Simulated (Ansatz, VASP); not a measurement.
## Two plane-wave programs on In2O3

```
In O
1.0
     3.42059    0.00000    0.00000
    -1.71030    2.96232    0.00000
     0.00000    0.00000    6.09377
In O
2 3
Cartesian
  0.0000 1.9749 1.4453
  1.7103 0.9874 4.6485
  0.0000 0.0000 0.0000
  0.0000 1.9749 3.9865
  1.7103 0.9874 2.1073
```

Alike in both runs: functional r2SCAN; k mesh 12 × 12 × 6; occupations gaussian, width 0.02 eV; no spin polarisation.

Ansatz relaxed the structure, and its values are those at the end. VASP's run is a single point on that final structure, the one shown.

|  | VASP | Ansatz |
| --- | --- | --- |
| version | VASP 6.6.1 | Ansatz 0.2.0 |
| potentials or method | VASP PAW PBE potentials, release 64 (In_d, O), cutoff 520 eV | scalar-relativistic, plane waves, PAW |
| valence electrons in the cell | 44 | 44 |

|  | VASP | Ansatz | Ansatz less VASP |
| --- | --- | --- | --- |
| gap on the k mesh at the Fermi level (eV) | 1.31 | 1.31 | +0.003 |
| least direct gap on the mesh (eV) | 1.32 | 1.32 | +0.001 |
| pressure (GPa) | 1.0 | 0.0 | -1.03 |
| rms of the force components (eV/Å) | 0.008 | 0.000 | -0.0077 |

VASP's potentials were made for PBE, not for r2SCAN.
